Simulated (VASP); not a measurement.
# Y (Fm-3m) in VASP: a series of runs

Y is run at these levels: RPBE; tasks: single point.

Everything below comes from runs of VASP 6.6.1. Logs are shortened: lines on timing, memory, paths and dates and some standing lists are left out, and cuts for length are marked.

**1. The cell of the first run**

The structure is cubic, space group Fm-3m (No. 225). The conventional cell has a = 5.207 Å, b = 5.207 Å, c = 5.207 Å, α = 90.00°, β = 90.00°, γ = 90.00°. Y (site symmetry m-3m) has 12 Y at 3.68 Å within 4.8 Å.

**2. Single point, RPBE (volume scaled by 1.04)**

Input file INCAR:

```
SYSTEM = Y
PREC = Accurate
ENCUT = 520
EDIFF = 1E-6
ISMEAR = -1
SIGMA = 0.1
LREAL = .FALSE.
LASPH = .TRUE.
NELM = 80
ALGO = Normal
ISIF = 2
LWAVE = .FALSE.
LCHARG = .TRUE.
GGA = RP
LELF = .TRUE.
LVHAR = .TRUE.
NBANDS = 12
```

Input file KPOINTS:

```
Automatic mesh
0
G
  12 12 12
  0 0 0
```

Input file POSCAR:

```
Y
1.0
    0.0000000000      2.6035258010      2.6035258010
    2.6035258010      0.0000000000      2.6035258010
    2.6035258010      2.6035258010      0.0000000000
Y
1
Direct
    0.0000000000      0.0000000000      0.0000000000
```

Potentials or basis: VASP PAW PBE potentials, release 64 (Y_sv).

Started as:

```
$ cat potpaw_PBE.64/Y_sv/POTCAR > POTCAR
$ mpirun -np 1 vasp_std > vasp.out
```

OUTCAR:

```text
SYSTEM = Y
   PREC = Accurate
   ENCUT = 520
   EDIFF = 1E-6
   ISMEAR = -1
   LREAL = .FALSE.
   LASPH = .TRUE.
   NELM = 80
   ISIF = 2
   GGA = RP

 ion  position               nearest neighbor table
   1  0.000  0.000  0.000-

  LATTYP: Found a face centered cubic cell.
 ALAT       =     5.2070516020

  Lattice vectors:

 A1 = (   0.0000000000,   2.6035258010,   2.6035258010)
 A2 = (   2.6035258010,   0.0000000000,   2.6035258010)
 A3 = (   2.6035258010,   2.6035258010,   0.0000000000)

Analysis of symmetry for initial positions (statically):
=====================================================================
 Subroutine PRICEL returns:
 Original cell was already a primitive cell.

 Routine SETGRP: Setting up the symmetry group for a
 face centered cubic supercell.

 Subroutine GETGRP returns: Found 48 space group operations
 (whereof 48 operations were pure point group operations)
 out of a pool of 48 trial point group operations.

The static configuration has the point symmetry O_h .

Analysis of symmetry for dynamics (positions and initial velocities):
=====================================================================
 Subroutine PRICEL returns:
 Original cell was already a primitive cell.

 Routine SETGRP: Setting up the symmetry group for a
 face centered cubic supercell.

 Subroutine GETGRP returns: Found 48 space group operations
 (whereof 48 operations were pure point group operations)
 out of a pool of 48 trial point group operations.

The dynamic configuration has the point symmetry O_h .

 Subroutine INISYM returns: Found 48 space group operations
 (whereof 48 operations are pure point group operations),
 and found     1 'primitive' translations

----------------------------------------------------------------------------------------

                                     Primitive cell

  volume of cell :      35.2952

  direct lattice vectors                    reciprocal lattice vectors
     0.000000000  2.603525801  2.603525801    -0.192047261  0.192047261  0.192047261
     2.603525801  0.000000000  2.603525801     0.192047261 -0.192047261  0.192047261
     2.603525801  2.603525801  0.000000000     0.192047261  0.192047261 -0.192047261

  length of vectors
     3.681941498  3.681941498  3.681941498     0.332635614  0.332635614  0.332635614

  position of ions in fractional coordinates (direct lattice)
     0.000000000  0.000000000  0.000000000

  ion indices of the primitive-cell ions
   primitive index   ion index
                 1           1

----------------------------------------------------------------------------------------

 KPOINTS: Automatic mesh

Automatic generation of k-mesh.
 Grid dimensions read from file:
 generate k-points for:   12   12   12

 Generating k-lattice:

  Cartesian coordinates                     Fractional coordinates (reciprocal lattice)
    -0.016003938  0.016003938  0.016003938     0.083333333  0.000000000  0.000000000
     0.016003938 -0.016003938  0.016003938     0.000000000  0.083333333  0.000000000
     0.016003938  0.016003938 -0.016003938     0.000000000  0.000000000  0.083333333

  Length of vectors
     0.027719635  0.027719635  0.027719635

  Shift w.r.t. Gamma in fractional coordinates (k-lattice)
     0.000000000  0.000000000  0.000000000

 Subroutine IBZKPT returns following result:
 ===========================================

 Found     72 irreducible k-points:

 Following reciprocal coordinates:
            Coordinates               Weight
  0.000000  0.000000  0.000000      1.000000
  0.083333  0.000000  0.000000      8.000000
  0.166667  0.000000  0.000000      8.000000
  0.250000  0.000000  0.000000      8.000000
  0.333333  0.000000  0.000000      8.000000
  0.416667  0.000000  0.000000      8.000000
[... 16 lines left out ...]
  0.500000  0.166667  0.000000     24.000000
 -0.416667  0.166667  0.000000     24.000000
 [... further k-points ...]
   k-points           NKPTS =     72   k-points in BZ     NKDIM =     72   number of bands    NBANDS=     12
   number of dos      NEDOS =    301   number of ions     NIONS =      1
   total plane-waves  NPLWV =  21952
   dimension x,y,z NGX =    28 NGY =   28 NGZ =   28
   dimension x,y,z NGXF=    56 NGYF=   56 NGZF=   56
   ions per type =               1
   NGX,Y,Z   is equivalent  to a cutoff of  12.64, 12.64, 12.64 a.u.
   NGXF,Y,Z  is equivalent  to a cutoff of  25.28, 25.28, 25.28 a.u.
 SYSTEM =  Y
   PREC   = accura    normal or accurate (medium, high low for compatibility)
   ISTART =      0    job   : 0-new  1-cont  2-samecut
   ICHARG =      2    charge: 1-file 2-atom 10-const
   ISPIN  =      1    spin polarized calculation?
   LNONCOLLINEAR =      F non collinear calculations
   LSORBIT =      F    spin-orbit coupling
   LASPH  =      T    aspherical Exc in radial PAW
   ENCUT  =  520.0 eV  38.22 Ry    6.18 a.u.   6.85  6.85  6.85*2*pi/ulx,y,z
   NELM   =     80;   NELMIN=  2; NELMDL= -5     # of ELM steps
   EDIFF  = 0.1E-05   stopping-criterion for ELM
   LREAL  =      F    real-space projection
   EDIFFG = 0.1E-04   stopping-criterion for IOM
   NSW    =      0    number of steps for IOM
   IBRION =     -1    ionic relax: 0-MD 1-quasi-New 2-CG
   NFREE  =      0    steps in history (QN), initial steepest desc. (CG)
   ISIF   =      2    stress and relaxation
   ISYM   =      2    0-nonsym 1-usesym 2-fastsym
   POTIM  = 0.5000    time-step for ionic-motion
   TEBEG  =    0.0;   TEEND  =   0.0 temperature during run
   PSTRESS=    0.0 pullay stress
   NELECT =      11.0000    total number of electrons
   NUPDOWN=      -1.0000    fix difference up-down
   EMIN   =  10.00;   EMAX   =-10.00  energy-range for DOS
   EFERMI =   0.00;   METHOD = LEGACY
   ISMEAR =    -1;   SIGMA  =   0.10  broadening in eV -4-tet -1-fermi 0-gaus
   EFERMI_NEDOS =   21; number of points for ismear=-14 and -15
   IALGO  =     38    algorithm
   IMIX   =      4    mixing-type and parameters
     AMIX     =   0.40;   BMIX     =  1.00
     AMIX_MAG =   1.60;   BMIX_MAG =  1.00
  volume/ion in A,a.u.               =      35.30       238.18
  Fermi-wavevector in a.u.,A,eV,Ry     =   1.109943  2.097487 16.762004  1.231973
  Thomas-Fermi vector in A             =   2.246488
   LORBIT       =      0    0 simple, 1 ext, 2 COOP (PROOUT), +10 PAW based schemes
   GGA     = RP    functional components
   LHFCALC =     F    Hartree Fock is set to
   AEXX    =    0.0000 exact exchange contribution
   IVDW    =     0    specifies the selected vdW correction
   LEPSILON=     F    determine dielectric tensor
   LRPA    =     F    only Hartree local field effects (RPA)
 non-spin polarized calculation
  energy-cutoff  :      520.00
  volume of cell :       35.30
 maximum number of plane-waves:       963
   NGX = 13   NGY = 13   NGZ = 13

 number of electron      10.9999999 magnetization

 Free energy of the ion-electron system (eV)
  ---------------------------------------------------
  ext. energy  EPLUGINS =         0.00000000
  ---------------------------------------------------
  free energy    TOTEN  =        -6.10057559 eV

  energy without entropy =       -6.03818571  energy(sigma->0) =       -6.06938065

 E-fermi :   2.8129     XC(G=0):  -9.0605

 val. band max:        2.8083775280   @ k =   0.5000   0.3333   0.1667
 cond. band min:       2.8318077545   @ k =  -0.3333   0.2500   0.0000
 fundamental gap:      0.0234302265
 Fermi energy:         2.8128957659

 k-point     1 :       0.0000    0.0000    0.0000
  band No.  band energies     occupation
      1     -40.1245      2.00000
      2     -19.8727      2.00000
      3     -19.8727      2.00000
      4     -19.8727      2.00000
      5      -1.8029      2.00000
      6       4.5271      0.00000
      7       4.5271      0.00000
      8       4.5271      0.00000
      9       6.3430      0.00000
     10       6.3430      0.00000
     11      11.5168      0.00000
     12      14.5656      0.00000

 k-point     2 :       0.0833    0.0000    0.0000
  band No.  band energies     occupation
      1     -40.1215      2.00000
      2     -19.9023      2.00000
      3     -19.8766      2.00000
      4     -19.8766      2.00000
      5      -1.6451      2.00000
      6       4.3511      0.00000
      7       4.5999      0.00000
      8       4.5999      0.00000
      9       6.2663      0.00000
     10       6.2663      0.00000
     11      11.8715      0.00000
     12      13.8167      0.00000

 k-point     3 :       0.1667    0.0000    0.0000
  band No.  band energies     occupation
      1     -40.1133      2.00000
      2     -19.9823      2.00000
      3     -19.8870      2.00000
      4     -19.8870      2.00000
      5      -1.1954      2.00000
      6       3.9423      0.00002
      7       4.7456      0.00000
      8       4.7456      0.00000
      9       6.1623      0.00000
     10       6.1623      0.00000
     11      12.4000      0.00000
     12      13.0121      0.00000

 k-point     4 :       0.2500    0.0000    0.0000
  band No.  band energies     occupation
      1     -40.1021      2.00000
      2     -20.0893      2.00000
      3     -19.9013      2.00000
      4     -19.9013      2.00000
      5      -0.5304      2.00000
      6       3.5121      0.00184
      7       4.7571      0.00000
      8       4.7571      0.00000
      9       6.3293      0.00000
     10       6.3293      0.00000
     11      11.5222      0.00000
     12      13.4869      0.00000

 k-point     5 :       0.3333    0.0000    0.0000
  band No.  band energies     occupation
      1     -40.0909      2.00000
      2     -20.1941      2.00000
      3     -19.9154      2.00000
      4     -19.9154      2.00000
      5       0.1990      2.00000
      6       3.2224      0.03278
      7       4.6002      0.00000
      8       4.6002      0.00000
      9       6.8266      0.00000
     10       6.8266      0.00000
     11      10.7149      0.00000
     12      12.6610      0.00000
[... 228 lines left out ...]
      1     -40.0910      2.00000
      2     -20.1339      2.00000
      3     -19.9462      2.00000
      4     -19.9446      2.00000
      5       0.1727      2.00000
      6       3.0703      0.14167
      7       4.2508      0.00000
      8       5.1955      0.00000
      9       6.1380      0.00000
     10       7.1459      0.00000
     11      11.9226      0.00000
     12      13.7512      0.00000

 k-point    22 :       0.4167    0.1667    0.0000
  band No.  band energies     occupation
      1     -40.0817      2.00000
      2     -20.2091      2.00000
      3     -19.9703      2.00000
      4     -19.9536      2.00000
      5       0.8706      2.00000
      6       2.8774      0.68839
      7       3.9565      0.00002
      8       5.0529      0.00000
      9       6.9390      0.00000
     10       7.5677      0.00000
     11      10.5988      0.00000
     12      12.9357      0.00000

 k-point    23 :       0.5000    0.1667    0.0000
  band No.  band energies     occupation
      1     -40.0760      2.00000
      2     -20.2536      2.00000
      3     -19.9928      2.00000
      4     -19.9537      2.00000
      5       1.3699      2.00000
      6       2.7843      1.14217
      7       3.8868      0.00004
      8       4.9063      0.00000
      9       7.6803      0.00000
     10       7.7347      0.00000
     11       9.5795      0.00000
     12      12.5382      0.00000

 k-point    24 :      -0.4167    0.1667    0.0000
  band No.  band energies     occupation
      1     -40.0752      2.00000
      2     -20.2572      2.00000
      3     -20.0068      2.00000
      4     -19.9451      2.00000
      5       1.4651      2.00000
      6       2.8334      0.89787
      7       3.8539      0.00006
      8       4.8442      0.00000
      9       7.2869      0.00000
     10       8.1488      0.00000
     11       9.5541      0.00000
     12      12.5218      0.00000

 [... further k-points ...]

------------------------ aborting loop because EDIFF is reached ----------------------------------------

  FORCE on cell =-STRESS in cart. coord.  units (eV):
  Direction    XX          YY          ZZ          XY          YZ          ZX
  --------------------------------------------------------------------------------------
  -------------------------------------------------------------------------------------
  Total       -0.3144851     -0.3144851     -0.3144851      0.0000000      0.0000000      0.0000000
  in kB      -14.2756206    -14.2756206    -14.2756206      0.0000000      0.0000000      0.0000000
  external PRESSURE =     -14.2756206 kB  Pullay stress =       0.0000000 kB

 VOLUME and BASIS-vectors are now :
 -----------------------------------------------------------------------------
  energy-cutoff  :      520.00
  volume of cell :       35.30
      direct lattice vectors                 reciprocal lattice vectors
     0.000000000  2.603525801  2.603525801    -0.192047261  0.192047261  0.192047261
     2.603525801  0.000000000  2.603525801     0.192047261 -0.192047261  0.192047261
     2.603525801  2.603525801  0.000000000     0.192047261  0.192047261 -0.192047261

 POSITION                                       TOTAL-FORCE (eV/Angst)
 -----------------------------------------------------------------------------------
      0.00000      0.00000      0.00000        -0.000000      0.000000     -0.000000
 -----------------------------------------------------------------------------------
    total drift:                               -0.000000     -0.000000     -0.000000

  FREE ENERGIE OF THE ION-ELECTRON SYSTEM (eV)
  ---------------------------------------------------
  free  energy   TOTEN  =        -6.1005755870 eV

  energy  without entropy=       -6.0381857115  energy(sigma->0) =       -6.06938065
```

It took 18 s on 1 thread of Intel Xeon Platinum 8488C (Sapphire Rapids), shared host; peak memory 0.19 GiB.

Results:

```yaml
Free_energy: -6.1006 eV
Pressure: -1.4 GPa
```

Levels at points of the mesh, in eV from the Fermi level:
```tsv
k point	band 3	band 4	band 5	band 6	band 7	band 8
(0.00, 0.00, 0.00)	-22.69	-22.69	-4.62	1.71	1.71	1.71
(0.50, 0.00, 0.00)	-22.74	-22.74	-1.86	0.38	1.57	1.57
(0.50, 0.50, 0.00)	-22.84	-22.84	-1.56	-0.72	1.73	4.83
```

Caveat: the PAW data sets were made with another functional, which shifts forces and pressure a little.

(Part 1 of 2 ends here.)
